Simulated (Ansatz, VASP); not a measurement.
## CuAu: VASP beside Ansatz

INCAR

```
SYSTEM = CuAu
PREC = Accurate
ENCUT = 520
EDIFF = 1E-8
ISMEAR = -1
SIGMA = 0.05
LREAL = .False.
LASPH = .True.
NELM = 80
ALGO = Normal
ISIF = 2
LWAVE = .False.
LCHARG = .False.
GGA = PS
LEFG = .True.
NBANDS = 18
```

Contents of KPOINTS:

```
regular mesh
0
Gamma
  13 13 10
  0 0 0
```

The input POSCAR:

```
CuAu
1.0
    2.7812074875      0.0000000000      0.0000000000
    0.0000000000      2.7812074875      0.0000000000
    0.0000000000      0.0000000000      3.6453683854
Cu Au
1 1
Direct
    0.5000000000      0.5000000000      0.5000000000
    0.0000000000      0.0000000000      0.0000000000
```

Input for Ansatz:

```yaml
crystal:
  lattice:
    - [2.7812074875, 0.0, 0.0]
    - [0.0, 2.7812074875, 0.0]
    - [0.0, 0.0, 3.6453683854]
  atoms:
    - { symbol: Cu, position: [0.5, 0.5, 0.5] }
    - { symbol: Au, position: [0.0, 0.0, 0.0] }
kpoints:
  mp_grid: { grid: [13, 13, 10] }
scf:
  occupations: { method: fermi_dirac, width: 0.05 }
hamiltonian:
  xc: pbesol
  pseudopotentials: { kind: all_electron, datasets: crystal }
output:
  forces: true
  stress: true
  eigenvalues: true
  efg: { contact_densities: true }
```

Change from the starting cell: volume scaled by 0.98, crystal datasets.

Alike in both runs: task electric field gradients; functional PBEsol; k mesh 13 × 13 × 10; occupations fermi-dirac, width 0.05 eV; no spin polarisation.

```csv
,VASP,Ansatz
version,VASP 6.6.1,Ansatz 0.2.0
potentials or method,"VASP PAW PBE potentials, release 64 (Cu, Au), cutoff 520 eV","all-electron PAW with datasets made for the crystal, scalar-relativistic"
```

VASP gave:

* pressure (GPa): 1.5
* traceless stress, the component that is largest in VASP (GPa): 0.23
* size of Vzz on the site where it differs most (V/Å²): 84.4

Task: What did Ansatz give for the same quantities?

Result: Pressure (GPa): 1.4; traceless stress, the component that is largest in VASP (GPa): 0.14; size of Vzz on the site where it differs most (V/Å²): 56.1.

VASP's potentials were made for PBE, not for PBEsol. Ansatz ran all-electron here, and VASP with PAW potentials.

Spin-orbit coupling is off throughout.
